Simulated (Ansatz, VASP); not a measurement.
One calculation of V2F3, two programs

INCAR

```
SYSTEM = V2F3
PREC = Accurate
ENCUT = 520
EDIFF = 1E-6
ISMEAR = -1
SIGMA = 0.1
LREAL = .FALSE.
LASPH = .TRUE.
NELM = 60
ALGO = Normal
ISIF = 2
LWAVE = .FALSE.
LCHARG = .FALSE.
NBANDS = 58
ISYM = 0
```

Contents of KPOINTS:

```
Automatic mesh
0
G
  5 5 5
  0 0 0
```

File POSCAR:

```
V2F3
1.0
    2.4112444400      4.1763952900      0.0000000000
   -2.4112444400      4.1763952900      0.0000000000
    0.0000000000     -2.7842631900      4.3868146200
F V
6 4
Direct
    0.5552000000      0.9448000000      0.7500000000
    0.2500000000      0.5552000000      0.7500000000
    0.9448000000      0.2500000000      0.7500000000
    0.4448000000      0.0552000000      0.2500000000
    0.7500000000      0.4448000000      0.2500000000
    0.0552000000      0.7500000000      0.2500000000
    0.3523000000      0.3523000000      0.0569000000
    0.1477000000      0.1477000000      0.4431000000
    0.6477000000      0.6477000000      0.9431000000
    0.8523000000      0.8523000000      0.5569000000
```

Input for Ansatz:

```yaml
crystal:
  lattice:
    - [2.41124444, 4.17639529, 0.0]
    - [-2.41124444, 4.17639529, 0.0]
    - [0.0, -2.78426319, 4.38681462]
  atoms:
    - { symbol: F, position: [0.5552, 0.9448, 0.75] }
    - { symbol: F, position: [0.25, 0.5552, 0.75] }
    - { symbol: F, position: [0.9448, 0.25, 0.75] }
    - { symbol: F, position: [0.4448, 0.0552, 0.25] }
    - { symbol: F, position: [0.75, 0.4448, 0.25] }
    - { symbol: F, position: [0.0552, 0.75, 0.25] }
    - { symbol: V, position: [0.3523, 0.3523, 0.0569] }
    - { symbol: V, position: [0.1477, 0.1477, 0.4431] }
    - { symbol: V, position: [0.6477, 0.6477, 0.9431] }
    - { symbol: V, position: [0.8523, 0.8523, 0.5569] }
  symmetry: { detect: false }
kpoints:
  mp_grid: { grid: [5, 5, 5], shift: [0, 0, 0] }
magnetization:
  spin_polarized: false
scf:
  occupations: { method: fermi_dirac }
  eigensolver: { kind: davidson }
hamiltonian:
  pseudopotentials: { kind: paw }
  xc: lda
basis:
  ecutwfc: 420
output:
  forces: true
  stress: true
  eigenvalues: true
```

Alike in both runs: task single point; functional LDA; k mesh 5 × 5 × 5; no spin polarisation.

|  | VASP | Ansatz |
| --- | --- | --- |
| version | VASP 6.6.1 | Ansatz 0.2.0 |
| potentials or method | VASP PAW LDA potentials, release 64 (F, V_sv), cutoff 520 eV | PAW plane waves |
| occupations | fermi-dirac, width 0.1 eV | fermi-dirac |
| valence electrons in the cell | 94 | 94 |

|  | VASP | Ansatz | Ansatz less VASP |
| --- | --- | --- | --- |
| gap on the k mesh at the Fermi level (eV) | none | none | - |
| rms of the force components (eV/Å) | 0.866 | 0.860 | -0.0059 |

LDA's correlation is that of Perdew and Zunger in VASP and of Perdew and Wang (1992) in Ansatz. Atom by atom the forces differ by 0.011 eV/Å (rms over components). A gap of «none» marks a metal or a gap that the smearing closes.
